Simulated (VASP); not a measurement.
Wanted: the native input for a VASP 6.6.1 run.

| Item | Value |
| --- | --- |
| Task | single point |
| Functional | PBE |
| Potentials or basis | VASP PAW PBE potentials, release 64 (Tl_d, Co) |
| Cutoff | 520 eV |
| k mesh | 14 × 14 × 14 |
| Occupations | gaussian, width 0.1 eV |
| Spin | collinear spin, ferromagnetic start |
| Starting moments | [0.0, 1.48, 1.48] μB |
| Dipole correction | no |
| Further INCAR settings | ALGO = Normal; EDIFF = 1e-06; NBANDS = 26 |

The structure of TlCo2 lies in POSCAR:

```
TlCo2
1.0
    0.0000000000      2.9884988019      2.9884988019
    2.9884988019      0.0000000000      2.9884988019
    2.9884988019      2.9884988019      0.0000000000
Tl Co
1 2
Direct
    0.0000000000      0.0000000000      0.0000000000
    0.2500000000      0.2500000000      0.2500000000
    0.7500000000      0.7500000000      0.7500000000
```

These files were run (other wordings do the same):

INCAR

```
SYSTEM = TlCo2
ALGO = Normal
EDIFF = 1E-6
ENCUT = 520
GGA = PE
ISIF = 2
ISMEAR = 0
ISPIN = 2
LASPH = .TRUE.
LCHARG = .FALSE.
LMAXMIX = 4
LORBIT = 11
LREAL = .FALSE.
LWAVE = .FALSE.
MAGMOM = 0 1.48 1.48
NBANDS = 26
NELM = 150
PREC = Accurate
SIGMA = 0.1
```

KPOINTS

```
k-points
0
G
  14 14 14
  0 0 0
```

Potentials or basis: VASP PAW PBE potentials, release 64 (Tl_d, Co).

Launch:

```console
$ cat potpaw_PBE.64/Tl_d/POTCAR potpaw_PBE.64/Co/POTCAR > POTCAR
$ mpirun -np 1 vasp_std > vasp.out
```

Results of the run:

The pressure is -0.1 GPa, the net moment is 2.51 μB per cell and the site moments are Tl -0.08; Co +1.34 μB. The valence electrons inside the program's atomic spheres are Tl 11.54; Co 7.99.

Run time: 83 s on 1 thread of Intel(R) Xeon(R) Platinum 8559C (Emerald Rapids) (shared host), peak memory 0.36 GiB.
